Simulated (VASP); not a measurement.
Write the native input for VASP 6.6.1 that does the following.

```
Task                   : single point
Functional             : PBE
Potentials or basis    : VASP PAW PBE potentials, release 64 (K_sv, Te, H)
Cutoff                 : 520 eV
k mesh                 : 4 × 4 × 4
Occupations            : gaussian, width 0.1 eV
Spin                   : no spin polarisation
Dipole correction      : no
Further INCAR settings : ALGO = Normal; EDIFF = 1e-07; NBANDS = 25
```

The structure of K3TeH lies in POSCAR:

```
K3TeH
1.0
    5.3345815000      0.0000000000      0.0000000000
    0.0000000000      5.3345815000      0.0000000000
    0.0000000000      0.0000000000      6.4285418700
K Te H
3 1 1
Direct
    0.0000000000      0.5000000000      0.5000000000
    0.5000000000      0.0000000000      0.5000000000
    0.0000000000      0.0000000000      0.0000000000
    0.5000000000      0.5000000000      0.5000000000
    0.0000000000      0.0000000000      0.5000000000
```

The cell was generated, and may not be a known phase.

The input as run:

INCAR

```
SYSTEM = K3TeH
  PREC = Accurate
  ENCUT = 520
  EDIFF = 1E-7
  ISMEAR = 0
  SIGMA = 0.1
  LREAL = .False.
  LASPH = .True.
  NELM = 60
  ALGO = Normal
  ISIF = 2
  LWAVE = .False.
  LCHARG = .False.
  GGA = PE
  NBANDS = 25
```

KPOINTS

```
Automatic mesh
0
Gamma
  4 4 4
  0 0 0
```

Potentials or basis: VASP PAW PBE potentials, release 64 (K_sv, Te, H).

Launch:

```bash
$ cat potpaw_PBE.64/K_sv/POTCAR potpaw_PBE.64/Te/POTCAR potpaw_PBE.64/H/POTCAR > POTCAR
$ mpirun -np 1 vasp_std > vasp.out
```

Results of the run:

```
Pressure               : 11.5 GPa
Band gap on the k mesh : zero (bands 17 and 18 overlap by 0.03 eV)
```

Caveat: the stress differs along the axes, from -2 to 18 GPa; semilocal functionals underestimate gaps, and a narrow one can read as zero; spin-orbit coupling is left out, which moves the levels of the heavy elements.

Run time: 110 s on 1 thread of Oxide Virtual Turin-like Processor (shared host), peak memory 0.26 GiB.
